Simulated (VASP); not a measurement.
Input of a VASP 6.6.1 run:

File POSCAR:

```
NaF
1.0
    2.7934851994      0.0000000000      0.0000000000
    0.0000000000      2.7934851994      0.0000000000
    0.0000000000      0.0000000000      2.7934851994
Na F
1 1
Direct
    0.0000000000      0.0000000000      0.0000000000
    0.5000000000      0.5000000000      0.5000000000
```

File INCAR.step1:

```
SYSTEM = NaF
  PREC = Accurate
  ENCUT = 520
  ISMEAR = 0
  SIGMA = 0.01
  LREAL = .FALSE.
  LASPH = .TRUE.
  NELM = 100
  NBANDS = 14
  GGA = PE
  ALGO = Normal
  EDIFF = 1E-4
  LWAVE = .TRUE.
  LCHARG = .FALSE.
```

Contents of INCAR.step2:

```
SYSTEM = NaF
  PREC = Accurate
  ENCUT = 520
  EDIFF = 1E-6
  ISMEAR = 0
  SIGMA = 0.01
  LREAL = .FALSE.
  LASPH = .TRUE.
  NELM = 100
  ALGO = Normal
  ISIF = 2
  LWAVE = .FALSE.
  LCHARG = .FALSE.
  METAGGA = R2SCAN
  LMIXTAU = .TRUE.
  NBANDS = 14
  ISTART = 1
```

Contents of KPOINTS:

```
Automatic mesh
0
G
  6 6 6
  0 0 0
```

Potentials or basis: VASP PAW PBE potentials, release 64 (Na_pv, F).

Command:

```bash
$ cat potpaw_PBE.64/Na_pv/POTCAR potpaw_PBE.64/F/POTCAR > POTCAR
$ cp INCAR.step1 INCAR
$ mpirun -np 1 vasp_std > vasp.out
$ cp INCAR.step2 INCAR
$ mpirun -np 1 vasp_std > vasp.out
```

(1) Estimate the pressure.

(2) Predict the band gap on the k mesh.

Answers

(1) -0.8 GPa.

(2) 7.12 eV, indirect (least direct gap 7.45 eV).

Caveat: the PAW data sets were made with another functional, which shifts forces and pressure a little.
